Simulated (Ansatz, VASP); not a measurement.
Ta: VASP beside Ansatz

The input INCAR:

```
SYSTEM = Ta
PREC = Accurate
ENCUT = 500
EDIFF = 1E-6
ISMEAR = -1
SIGMA = 0.05
LREAL = .False.
LASPH = .True.
NELM = 120
ALGO = Normal
ISIF = 2
LWAVE = .False.
LCHARG = .False.
GGA = PE
NBANDS = 12
GGA_COMPAT = .False.
```

File KPOINTS:

```
Automatic mesh
0
Gamma
  14 14 14
  0 0 0
```

POSCAR

```
Ta
1.0
    0.0000000000      2.0971529807      2.0971529807
    2.0971529807      0.0000000000      2.0971529807
    2.0971529807      2.0971529807      0.0000000000
Ta
1
Direct
    0.0000000000      0.0000000000      0.0000000000
```

Input for Ansatz:

```yaml
crystal:
  lattice:
    - [0.0, 2.0971529807, 2.0971529807]
    - [2.0971529807, 0.0, 2.0971529807]
    - [2.0971529807, 2.0971529807, 0.0]
  atoms:
    - { symbol: Ta, position: [0.0, 0.0, 0.0] }
kpoints:
  mp_grid: { grid: [14, 14, 14] }
scf:
  occupations: { method: fermi_dirac, width: 0.05 }
hamiltonian:
  xc: pbe
  pseudopotentials: { kind: all_electron, lapw: { basis_error: 0.001 } }
output:
  forces: true
  stress: true
  eigenvalues: true
```

Change from the starting cell: volume scaled by 0.98.

Alike in both runs: task single point; functional PBE; k mesh 14 × 14 × 14; occupations fermi-dirac, width 0.05 eV; no spin polarisation.

```csv
,VASP,Ansatz
version,VASP 6.6.1,Ansatz 0.2.0
potentials or method,"VASP PAW PBE potentials, release 64 (Ta_pv), cutoff 500 eV","all-electron LAPW, scalar-relativistic"
```

|  | VASP | Ansatz | Ansatz less VASP |
| --- | --- | --- | --- |
| pressure (GPa) | 4.0 | 4.0 | -0.05 |

Ansatz ran all-electron here, and VASP with PAW potentials.

Neither program's run includes spin-orbit coupling.
